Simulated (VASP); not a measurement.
Set up this calculation in VASP 6.6.1, as the native input.

```
Task                   : single point
Functional             : PBE
Potentials or basis    : VASP PAW PBE potentials, release 64 (Nb_sv, Te, Mo_sv)
Cutoff                 : 520 eV
k mesh                 : 6 × 6 × 1
Occupations            : gaussian, width 0.2 eV
Spin                   : no spin polarisation
Dipole correction      : no
Further INCAR settings : ALGO = Normal; EDIFF = 1e-06; NBANDS = 62
```

The structure of Nb3Te8Mo lies in POSCAR:

```
Nb3Te8Mo
1.0
    3.6555854082      0.0000000000      0.0000000000
   -1.8277927041      3.1658298292      0.0000000000
    0.0000000000      0.0000000000     29.2752964234
Nb Te Mo
3 8 1
Direct
    0.3333333333      0.6666666667      0.7486977782
    0.3333333333      0.6666666667      0.2513022218
    0.6666666667      0.3333333333      0.0000000000
    0.3333333333      0.6666666667      0.9365897251
    0.3333333333      0.6666666667      0.4394681340
    0.6666666667      0.3333333333      0.6853683257
    0.6666666667      0.3333333333      0.1879033949
    0.3333333333      0.6666666667      0.0634102749
    0.3333333333      0.6666666667      0.5605318660
    0.6666666667      0.3333333333      0.8120966051
    0.6666666667      0.3333333333      0.3146316743
    0.6666666667      0.3333333333      0.5000000000
```

The input as run:

INCAR

```
PREC = Accurate ; ENCUT = 520
EDIFF = 1E-6 ; ISMEAR = 0
SIGMA = 0.2 ; LREAL = False
LASPH = True ; NELM = 80
ALGO = Normal ; ISIF = 2
LWAVE = False ; LCHARG = True
GGA = PE ; LELF = True
LVHAR = True ; NBANDS = 62
```

KPOINTS

```
regular mesh
0
Gamma
  6 6 1
```

Potentials or basis: VASP PAW PBE potentials, release 64 (Nb_sv, Te, Mo_sv).

Run with:

```console
$ cat potpaw_PBE.64/Nb_sv/POTCAR potpaw_PBE.64/Te/POTCAR potpaw_PBE.64/Mo_sv/POTCAR > POTCAR
$ mpirun -np 1 vasp_std > vasp.out
```

It gave:

| Quantity | Value |
| --- | --- |
| Pressure | 0.0 GPa |
| Largest force | 0.027 eV/Å |
| Band gap on the k mesh | zero (an odd number of electrons rules out a gap without spin polarisation) |

Caveat: spin-orbit coupling is left out, which moves the levels of the heavy elements; this functional lacks dispersion, which binds layers or chains, so the pressure and a relaxed spacing across them are unreliable; an odd number of electrons without spin polarisation forces a metal; a magnetic or distorted state may lie lower.

Wall time 3.5 min on 1 thread of Intel(R) Xeon(R) 6975P-C (Granite Rapids) (shared host), peak memory 0.49 GiB.
